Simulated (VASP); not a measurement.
Runs of VASP 6.6.1 on Ga2O3 (eos). The structure is that of space group R-3c (No. 167), or close to it. The cells are those of the table. 

```tsv
cell	gap on the mesh (eV)	pressure (GPa)	largest force (eV/Å)
a = 5.153 Å, angles 56.3°, 10 atoms	3.74	19.5	0.03
a = 5.276 Å, angles 55.9°, 10 atoms	3.06	2.1	0.03
a = 5.087 Å, angles 56.5°, 10 atoms	4.11	30.5	0.03
a = 5.335 Å, angles 55.8°, 10 atoms	2.74	-4.7	0.03
a = 5.216 Å, angles 56.1°, 10 atoms	(b)	(a)	0.04
```

Alike in all rows: task single point; level LDA; potentials or basis VASP PAW LDA potentials, release 64 (Ga_d, O); no spin polarisation; k mesh 6 × 6 × 6; cutoff (eV) 520; smearing gaussian 0.02 eV.

Task: Fill in the values left out.

Result: (a) 10.0; (b) 3.39.

A k mesh can miss the band edges, and the runs leave out spin-orbit coupling on Ga.
